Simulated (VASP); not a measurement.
Input of a VASP 6.6.1 run:

Contents of INCAR:

```
SYSTEM = C
  PREC = Accurate
  ENCUT = 520
  EDIFF = 1E-6
  ISMEAR = 0
  SIGMA = 0.05
  LREAL = .FALSE.
  LASPH = .TRUE.
  NELM = 80
  ALGO = Normal
  ISIF = 2
  LWAVE = .FALSE.
  LCHARG = .FALSE.
  NBANDS = 11
```

File KPOINTS:

```
regular mesh
0
G
  13 13 13
  0 0 0
```

Contents of POSCAR:

```
C
1.0
    0.0000000000      1.7951807415      1.7951807415
    1.7951807415      0.0000000000      1.7951807415
    1.7951807415      1.7951807415      0.0000000000
C
2
Direct
    0.7500000000      0.7500000000      0.7500000000
    0.5000000000      0.5000000000      0.5000000000
```

Potentials or basis: VASP PAW LDA potentials, release 64 (C).

Command:

```console
$ cat potpaw_LDA.64/C/POTCAR > POTCAR
$ mpirun -np 1 vasp_std > vasp.out
```

(1) Predict the pressure.

(2) Predict the band gap on the k mesh.

Answers

(1) -19.7 GPa.

(2) 4.06 eV, indirect (least direct gap 5.49 eV).
